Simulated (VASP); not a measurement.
Write the native input for VASP 6.6.1 that does the following.

```
Task                   : single point
Functional             : r2SCAN
Potentials or basis    : VASP PAW PBE potentials, release 64 (Sr_sv, Cl)
Cutoff                 : 520 eV
k mesh                 : 6 × 6 × 6
Occupations            : gaussian, width 0.05 eV
Spin                   : no spin polarisation
Dipole correction      : no
Further INCAR settings : ALGO = Normal; EDIFF = 1e-06; NBANDS = 19
```

Crystal: SrCl2.

```
CELL_PARAMETERS angstrom
0.00000 3.76434 3.34608
3.76434 0.00000 3.34608
3.76434 3.76434 0.00000
ATOMIC_POSITIONS crystal
Sr 0.00000 0.00000 0.00000
Cl 0.25000 0.25000 0.25000
Cl 0.75000 0.75000 0.75000
```

This cell differs from its parent crystal: strain +0.080 along x and y, -0.040 along z.

The input as run:

POSCAR

```
SrCl2
1.0
    0.0000000000      3.7643400000      3.3460800000
    3.7643400000      0.0000000000      3.3460800000
    3.7643400000      3.7643400000      0.0000000000
Sr Cl
1 2
Direct
    0.0000000000      0.0000000000      0.0000000000
    0.2500000000      0.2500000000      0.2500000000
    0.7500000000      0.7500000000      0.7500000000
```

INCAR.step1

```
SYSTEM = SrCl2
ALGO     = Normal         ! electronic algorithm
EDIFF    = 1E-4           ! SCF threshold, eV
ENCUT    = 520            ! plane-wave cutoff, eV
GGA      = PE             ! functional
ISMEAR   = 0              ! smearing method
LASPH    = .True.         ! aspherical terms in the spheres
LCHARG   = .False.        ! write CHGCAR
LREAL    = .False.        ! projectors in reciprocal space
LWAVE    = .True.         ! write WAVECAR
NBANDS   = 19             ! bands
NELM     = 60             ! most SCF steps
PREC     = Accurate       ! precision mode
SIGMA    = 0.05           ! smearing width, eV
```

INCAR.step2

```
SYSTEM = SrCl2
ALGO     = Normal         ! electronic algorithm
EDIFF    = 1E-6           ! SCF threshold, eV
ENCUT    = 520            ! plane-wave cutoff, eV
ISIF     = 2              ! what is computed and relaxed
ISMEAR   = 0              ! smearing method
ISTART   = 1            
LASPH    = .True.         ! aspherical terms in the spheres
LCHARG   = .False.        ! write CHGCAR
LMIXTAU  = .True.       
LREAL    = .False.        ! projectors in reciprocal space
LWAVE    = .False.        ! write WAVECAR
METAGGA  = R2SCAN         ! meta-GGA
NBANDS   = 19             ! bands
NELM     = 60             ! most SCF steps
PREC     = Accurate       ! precision mode
SIGMA    = 0.05           ! smearing width, eV
```

KPOINTS

```
k-points
0
Gamma
  6 6 6
  0 0 0
```

Potentials or basis: VASP PAW PBE potentials, release 64 (Sr_sv, Cl).

The run is started by

```console
$ cat potpaw_PBE.64/Sr_sv/POTCAR potpaw_PBE.64/Cl/POTCAR > POTCAR
$ cp INCAR.step1 INCAR
$ mpirun -np 1 vasp_std > vasp.out
$ cp INCAR.step2 INCAR
$ mpirun -np 1 vasp_std > vasp.out
```

It gave:

```json
{
 "Pressure": "-2.9 GPa",
 "Band gap on the k mesh": "4.81 eV, indirect (least direct gap 5.01 eV)"
}
```

Caveat: the cell differs from its parent crystal (strain +0.080 along x and y, -0.040 along z); the PAW data sets were made with another functional, which shifts forces and pressure a little.

Wall time 2 min on 1 thread of Intel(R) Xeon(R) 6975P-C (Granite Rapids), on a shared host, peak memory 0.28 GiB.
